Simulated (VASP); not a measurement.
Crystal: GaP.

```
Ga P
1.0
     0.00000    2.72541    2.72541
     2.72541    0.00000    2.72541
     2.72541    2.72541    0.00000
Ga P
1 1
Direct
  0.00000 0.00000 0.00000
  0.25000 0.25000 0.25000
```

Program: VASP 6.6.1. Alike in all runs: task single point; no spin polarisation; cell as given; k mesh 4 × 4 × 4; smearing gaussian 0.01 eV.

**Question.** Order these runs on this cell by their band gap on the k mesh, lowest first.
A. level PBE; potentials or basis VASP PAW PBE potentials, release 64 (Ga_d, P); cutoff (eV) 500
B. level LDA; potentials or basis VASP PAW LDA potentials, release 64 (Ga_d, P); cutoff (eV) 500
C. level HSE06; potentials or basis VASP PAW PBE potentials, release 64 (Ga_d, P); cutoff (eV) 400; grid for exact exchange (PRECFOCK) Normal; screening parameter 0.2079 1/Å

**Answer.** B (1.46 eV), A (1.63 eV), C (2.31 eV).

Caveats: all runs use coarse meshes.

A k mesh can miss the band edges.
